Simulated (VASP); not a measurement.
Here is a VASP 6.6.1 calculation.

The input INCAR:

```
SYSTEM = SrO
ALGO = Normal
EDIFF = 1E-7
ENCUT = 520
GGA = PS
ISIF = 2
ISMEAR = 0
LASPH = .TRUE.
LCHARG = .FALSE.
LREAL = .FALSE.
LWAVE = .FALSE.
NBANDS = 24
NELM = 80
PREC = Accurate
SIGMA = 0.05
```

The input KPOINTS:

```
k-points
0
G
  9 9 4
  0 0 0
```

The input POSCAR:

```
SrO
1.0
    3.5532880902      0.0000000000      0.0000000000
   -1.7766440451      3.0772377531      0.0000000000
    0.0000000000      0.0000000000      6.2173039800
Sr O
2 2
Direct
    0.2602158110      0.5204316221      0.1776213611
    0.6666666667      0.3333333333      0.7500000000
    0.0000000000      0.0000000000      0.0000000000
    0.0000000000      0.0000000000      0.5000000000
```

Potentials or basis: VASP PAW PBE potentials, release 64 (Sr_sv, O).

Command:

```console
$ cat potpaw_PBE.64/Sr_sv/POTCAR potpaw_PBE.64/O/POTCAR > POTCAR
$ mpirun -np 1 vasp_std > vasp.out
```

Q: Estimate the pressure.

A: 9.3 GPa.

Q: What does it give for the largest force?

A: 8.425 eV/Å.

Stress tensor (GPa, compression positive):
```
 3.72  0.00  0.00
 0.00 17.25 13.86
 0.00 13.86  6.79
```

Caveat: the cell differs from its parent crystal (atom 1 (Sr) moved by (-0.450, -0.450) A along y and z); the cell stands under pressure; the PAW data sets were made with another functional, which shifts forces and pressure a little.
